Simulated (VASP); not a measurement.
# CaO (Fm-3m) in VASP: a series of runs, part 2 of 3

VASP 6.6.1.

### 4 Relaxation of cell and atoms, PBEsol-based global hybrid with 25 % exact exchange

This run uses another cell than the first one, of 13.89 Å³/atom.

File POSCAR:

```
CaO
1.0
    0.0000000000      2.4035556960      2.4035556960
    2.4035556960      0.0000000000      2.4035556960
    2.4035556960      2.4035556960      0.0000000000
Ca O
1 1
Direct
    0.0000000000      0.0000000000      0.0000000000
    0.5000000000      0.5000000000      0.5000000000
```

File INCAR.step1:

```
SYSTEM = CaO
PREC     = Accurate       ! precision mode
ENCUT    = 600            ! plane-wave cutoff, eV
EDIFF    = 1E-5           ! SCF threshold, eV
ISMEAR   = -1             ! smearing method
SIGMA    = 0.05           ! smearing width, eV
LREAL    = .FALSE.        ! projectors in reciprocal space
LASPH    = .TRUE.         ! aspherical terms in the spheres
NELM     = 80             ! most SCF steps
ALGO     = Normal         ! electronic algorithm
LWAVE    = .TRUE.         ! write WAVECAR
LCHARG   = .FALSE.        ! write CHGCAR
GGA      = PE             ! functional
NBANDS   = 15             ! bands
```

File INCAR.step2:

```
SYSTEM = CaO
PREC     = Accurate       ! precision mode
ENCUT    = 600            ! plane-wave cutoff, eV
EDIFF    = 1E-6           ! SCF threshold, eV
ISMEAR   = -1             ! smearing method
SIGMA    = 0.05           ! smearing width, eV
LREAL    = .FALSE.        ! projectors in reciprocal space
LASPH    = .TRUE.         ! aspherical terms in the spheres
NELM     = 80             ! most SCF steps
ALGO     = Normal         ! electronic algorithm
ISIF     = 3              ! what is computed and relaxed
LWAVE    = .FALSE.        ! write WAVECAR
LCHARG   = .FALSE.        ! write CHGCAR
GGA      = PS             ! functional
LHFCALC  = .TRUE.         ! exact exchange
AEXX     = 0.25           ! exact-exchange fraction
PRECFOCK = Normal       
IBRION   = 2              ! ionic algorithm
NSW      = 60             ! ionic steps
EDIFFG   = -0.01          ! ionic threshold
ISTART   = 1
```

File KPOINTS:

```
Automatic mesh
0
G
  5 5 5
  0 0 0
```

Potentials or basis: VASP PAW PBE potentials, release 64 (Ca_sv, O).

Launch:

```sh
$ cat potpaw_PBE.64/Ca_sv/POTCAR potpaw_PBE.64/O/POTCAR > POTCAR
$ cp INCAR.step1 INCAR
$ mpirun -np 1 vasp_std > vasp.out
$ cp INCAR.step2 INCAR
$ mpirun -np 1 vasp_std > vasp.out
```

OUTCAR:

```text
SYSTEM = CaO
   PREC = Accurate
   ENCUT = 600
   EDIFF = 1E-6
   ISMEAR = -1
   LREAL = .FALSE.
   LASPH = .TRUE.
   NELM = 80
   ISIF = 3
   GGA = PS
   LHFCALC = .TRUE.
   AEXX = 0.25
   PRECFOCK = Normal
   IBRION = 2
   NSW = 60
   EDIFFG = -0.01
   ISTART = 1

 ion  position               nearest neighbor table
   1  0.000  0.000  0.000-   2 2.40   2 2.40   2 2.40   2 2.40   2 2.40   2 2.40
   2  0.500  0.500  0.500-   1 2.40   1 2.40   1 2.40   1 2.40   1 2.40   1 2.40

  LATTYP: Found a face centered cubic cell.
 ALAT       =     4.8071113920

  Lattice vectors:

 A1 = (   0.0000000000,   2.4035556960,   2.4035556960)
 A2 = (   2.4035556960,   0.0000000000,   2.4035556960)
 A3 = (   2.4035556960,   2.4035556960,   0.0000000000)

Analysis of symmetry for initial positions (statically):
=====================================================================
 Subroutine PRICEL returns:
 Original cell was already a primitive cell.

 Routine SETGRP: Setting up the symmetry group for a
 face centered cubic supercell.

 Subroutine GETGRP returns: Found 48 space group operations
 (whereof 48 operations were pure point group operations)
 out of a pool of 48 trial point group operations.

The static configuration has the point symmetry O_h .

Analysis of symmetry for dynamics (positions and initial velocities):
=====================================================================
 Subroutine PRICEL returns:
 Original cell was already a primitive cell.

 Routine SETGRP: Setting up the symmetry group for a
 face centered cubic supercell.

 Subroutine GETGRP returns: Found 48 space group operations
 (whereof 48 operations were pure point group operations)
 out of a pool of 48 trial point group operations.

The dynamic configuration has the point symmetry O_h .

 Subroutine INISYM returns: Found 48 space group operations
 (whereof 48 operations are pure point group operations),
 and found     1 'primitive' translations

----------------------------------------------------------------------------------------

                                     Primitive cell

  volume of cell :      27.7711

  direct lattice vectors                    reciprocal lattice vectors
     0.000000000  2.403555696  2.403555696    -0.208025136  0.208025136  0.208025136
     2.403555696  0.000000000  2.403555696     0.208025136 -0.208025136  0.208025136
     2.403555696  2.403555696  0.000000000     0.208025136  0.208025136 -0.208025136

  length of vectors
     3.399141063  3.399141063  3.399141063     0.360310104  0.360310104  0.360310104

  position of ions in fractional coordinates (direct lattice)
     0.000000000  0.000000000  0.000000000
     0.500000000  0.500000000  0.500000000

  ion indices of the primitive-cell ions
   primitive index   ion index
                 1           1
                 2           2

----------------------------------------------------------------------------------------

 KPOINTS: Automatic mesh

Automatic generation of k-mesh.
 Grid dimensions read from file:
 generate k-points for:    5    5    5

 Generating k-lattice:

  Cartesian coordinates                     Fractional coordinates (reciprocal lattice)
    -0.041605027  0.041605027  0.041605027     0.200000000  0.000000000  0.000000000
     0.041605027 -0.041605027  0.041605027     0.000000000  0.200000000  0.000000000
     0.041605027  0.041605027 -0.041605027     0.000000000  0.000000000  0.200000000

  Length of vectors
     0.072062021  0.072062021  0.072062021

  Shift w.r.t. Gamma in fractional coordinates (k-lattice)
     0.000000000  0.000000000  0.000000000

 Subroutine IBZKPT returns following result:
 ===========================================

 Found     10 irreducible k-points:

 Following reciprocal coordinates:
            Coordinates               Weight
  0.000000  0.000000  0.000000      1.000000
  0.200000  0.000000  0.000000      8.000000
  0.400000  0.000000  0.000000      8.000000
  0.200000  0.200000  0.000000      6.000000
  0.400000  0.200000  0.000000     24.000000
 -0.400000  0.200000  0.000000     24.000000
 -0.200000  0.200000  0.000000     12.000000
  0.400000  0.400000  0.000000      6.000000
 -0.400000  0.400000  0.000000     12.000000
 -0.400000  0.400000  0.200000     24.000000
   k-points           NKPTS =     10   k-points in BZ     NKDIM =    125   number of bands    NBANDS=     12
   number of dos      NEDOS =    301   number of ions     NIONS =      2
   total plane-waves  NPLWV =  21952
   dimension x,y,z NGX =    28 NGY =   28 NGZ =   28
   dimension x,y,z NGXF=    56 NGYF=   56 NGZF=   56
   ions per type =               1   1
   NGX,Y,Z   is equivalent  to a cutoff of  13.69, 13.69, 13.69 a.u.
   NGXF,Y,Z  is equivalent  to a cutoff of  27.39, 27.39, 27.39 a.u.
 SYSTEM =  CaO
   PREC   = accura    normal or accurate (medium, high low for compatibility)
   ISTART =      1    job   : 0-new  1-cont  2-samecut
   ICHARG =      0    charge: 1-file 2-atom 10-const
   ISPIN  =      1    spin polarized calculation?
   LNONCOLLINEAR =      F non collinear calculations
   LSORBIT =      F    spin-orbit coupling
   LASPH  =      T    aspherical Exc in radial PAW
   ENCUT  =  600.0 eV  44.10 Ry    6.64 a.u.   6.79  6.79  6.79*2*pi/ulx,y,z
   NELM   =     80;   NELMIN=  2; NELMDL=  0     # of ELM steps
   EDIFF  = 0.1E-05   stopping-criterion for ELM
   LREAL  =      F    real-space projection
   EDIFFG = -.1E-01   stopping-criterion for IOM
   NSW    =     60    number of steps for IOM
   IBRION =      2    ionic relax: 0-MD 1-quasi-New 2-CG
   NFREE  =      1    steps in history (QN), initial steepest desc. (CG)
   ISIF   =      3    stress and relaxation
   ISYM   =      3    0-nonsym 1-usesym 2-fastsym
   POTIM  = 0.5000    time-step for ionic-motion
   TEBEG  =    0.0;   TEEND  =   0.0 temperature during run
   PSTRESS=    0.0 pullay stress
   NELECT =      16.0000    total number of electrons
   NUPDOWN=      -1.0000    fix difference up-down
   EMIN   =  10.00;   EMAX   =-10.00  energy-range for DOS
   EFERMI =   0.00;   METHOD = LEGACY
   ISMEAR =    -1;   SIGMA  =   0.05  broadening in eV -4-tet -1-fermi 0-gaus
   EFERMI_NEDOS =   21; number of points for ismear=-14 and -15
   IALGO  =     38    algorithm
   IMIX   =      1    mixing-type and parameters
     AMIX     =   0.40;   BMIX     =  1.00
     AMIX_MAG =   1.60;   BMIX_MAG =  1.00
  volume/ion in A,a.u.               =      13.89        93.70
  Fermi-wavevector in a.u.,A,eV,Ry     =   1.362231  2.574243 25.247954  1.855672
  Thomas-Fermi vector in A             =   2.488738
   LORBIT       =      0    0 simple, 1 ext, 2 COOP (PROOUT), +10 PAW based schemes
   GGA     = PS    functional components
   LHFCALC =     T    Hartree Fock is set to
   PRECFOCK=normal    Normal, Fast or Accurate (Low or Medium for compatibility)
   ENCUT4O =  -1.0   cutoff for four orbital integrals eV
   NKREDX  =     1    reduce k-point grid by
   NKREDY  =     1    reduce k-point grid by
   NKREDZ  =     1    reduce k-point grid by
   AEXX    =    0.2500 exact exchange contribution
   HFSCREEN=    0.0000 screening length (either q_TF or 0.3 A-1)
   HFSCREENC=   0.0000 screening length for correlation (either q_TF or 0.3 A-1)
   ENCUTFOCK=  -1.0 apply spherical cutoff to Coloumb kernel
   IVDW    =     0    specifies the selected vdW correction
   LEPSILON=     F    determine dielectric tensor
   LRPA    =     F    only Hartree local field effects (RPA)
 conjugate gradient relaxation of ions
 non-spin polarized calculation
  energy-cutoff  :      600.00
  volume of cell :       27.77
 maximum number of plane-waves:       941
  NGX = 24; NGY = 24; NGZ = 24

--------------------------------------- Ionic step        1  -------------------------------------------

 number of electron      15.9999997 magnetization

 Free energy of the ion-electron system (eV)
  ---------------------------------------------------
  ext. energy  EPLUGINS =         0.00000000
  ---------------------------------------------------
  free energy    TOTEN  =       -15.93635883 eV

  energy without entropy =      -15.93635883  energy(sigma->0) =      -15.93635883

------------------------ aborting loop because EDIFF is reached ----------------------------------------

  FORCE on cell =-STRESS in cart. coord.  units (eV):
  Direction    XX          YY          ZZ          XY          YZ          ZX
  --------------------------------------------------------------------------------------
  -------------------------------------------------------------------------------------
  Total       -0.5896542     -0.5896542     -0.5896542     -0.0000000     -0.0000000      0.0000000
  in kB      -34.0185181    -34.0185181    -34.0185181     -0.0000000     -0.0000000      0.0000000
  external PRESSURE =     -34.0185181 kB  Pullay stress =       0.0000000 kB
[... 57 lines left out ...]
  energy  without entropy=      -15.9433096357  energy(sigma->0) =      -15.94330964

--------------------------------------- Ionic step        3  -------------------------------------------

 number of electron      15.9999997 magnetization

 Free energy of the ion-electron system (eV)
  ---------------------------------------------------
  ext. energy  EPLUGINS =         0.00000000
  ---------------------------------------------------
  free energy    TOTEN  =       -15.94518291 eV

  energy without entropy =      -15.94518291  energy(sigma->0) =      -15.94518291

 E-fermi :   1.9613     XC(G=0):  -8.5500

 val. band max:        0.9183726943   @ k =   0.0000   0.0000   0.0000
 cond. band min:       7.0825945705   @ k =   0.4000   0.4000   0.0000
 fundamental gap:      6.1642218763
 Fermi energy:         1.9613135443

 k-point     1 :       0.0000    0.0000    0.0000
  band No.  band energies     occupation
      1     -38.9938      2.00000
      2     -18.3121      2.00000
      3     -18.3121      2.00000
      4     -18.3121      2.00000
      5     -16.1308      2.00000
      6       0.9184      2.00000
      7       0.9184      2.00000
      8       0.9184      2.00000
      9       8.0263      0.00000
     10       9.9195      0.00000
     11       9.9195      0.00000
     12       9.9195      0.00000
[... 162 lines left out ...]
  FREE ENERGIE OF THE ION-ELECTRON SYSTEM (eV)
  ---------------------------------------------------
  free  energy   TOTEN  =       -15.9451829058 eV

  energy  without entropy=      -15.9451829057  energy(sigma->0) =      -15.94518291

 reached required accuracy - stopping structural energy minimisation
```

Wall time 32 min (1 thread of Intel Xeon Platinum 8375C at 2.90GHz (Ice Lake), shared host); peak memory 0.18 GiB.

Results:

* Free energy: -15.9452 eV
* Relaxed volume: 13.48 Å³/atom
* Relaxed cell: a = 3.366 Å, b = 3.366 Å, c = 3.366 Å, α = 60.00°, β = 60.00°, γ = 60.00°
* Space group after relaxing (to 0.1 Å): Fm-3m (No. 225)
* Energy gained by relaxing: 4.4 meV/atom
* Ionic steps: 3
* Pressure after relaxing: 0.0 GPa
* Band gap on the k mesh: 6.16 eV (least direct gap 6.59 eV)

Step by step:
| step | energy change (eV) | largest force (eV/Å) | pressure (GPa) | volume (Å³) |
| --- | --- | --- | --- | --- |
| 1 | 0.0000 | 0.0000 | -3.40 | 27.77 |
| 2 | -0.0070 | 0.0000 | 1.68 | 26.60 |
| 3 | -0.0088 | 0.0000 | 0.02 | 26.96 |

Final structure:
```
CELL_PARAMETERS angstrom
0.00000 2.37997 2.37997
2.37997 0.00000 2.37997
2.37997 2.37997 0.00000
ATOMIC_POSITIONS crystal
Ca 0.00000 0.00000 0.00000
O 0.50000 0.50000 0.50000
```

Levels at points of the mesh, in eV from the valence-band top:
```csv
k point,band 6,band 7,band 8,band 9,band 10,band 11
"(0.00, 0.00, 0.00)",0.00,0.00,0.00,7.11,9.00,9.00
```

Caveat: the k points lie up to 0.46 Å⁻¹ apart in the final cell; the PAW data sets were made with another functional, which shifts forces and pressure a little; an odd mesh through Γ misses points on the zone boundary, where band edges can lie.

[end of part 2 of 3]
